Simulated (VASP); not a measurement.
PtBr2 (fluorite type), 3 atoms in the cell. The structure is cubic, space group Fm-3m (No. 225). The conventional cell has a = 5.714 Å, b = 5.714 Å, c = 5.714 Å, α = 90.00°, β = 90.00°, γ = 90.00°. Pt (site symmetry m-3m) has 8 Br at 2.47 Å within 3.3 Å. Br (site symmetry -43m) has 4 Pt at 2.47 Å and 6 Br at 2.86 Å within 3.3 Å. 

* Program: VASP 6.6.1
* Task: relaxation of cell and atoms
* Functional: PBE
* Potentials or basis: VASP PAW PBE potentials, release 64 (Pt, Br)
* Cutoff: 600 eV
* k mesh: 11 × 11 × 11
* Occupations: fermi-dirac, width 0.05 eV
* Spin: no spin polarisation
* Dipole correction: no
* Further INCAR settings: ALGO = Normal; EDIFF = 1e-06; IBRION = 2; EDIFFG = -0.005; NSW = 100; ISIF = 3

Potentials or basis: VASP PAW PBE potentials, release 64 (Pt, Br).

Command:

```bash
$ cat potpaw_PBE.64/Pt/POTCAR potpaw_PBE.64/Br/POTCAR > POTCAR
$ mpirun -np 1 vasp_std > vasp.out
```

Hardware: 1 thread of Intel Xeon 6975P-C (shared host).

Estimate the wall time of this run.

It took 110 s on 1 thread of Intel Xeon 6975P-C, with other jobs on the host, peak memory 0.22 GiB. Counts: scf iterations 54, k points 56, ion steps 5.
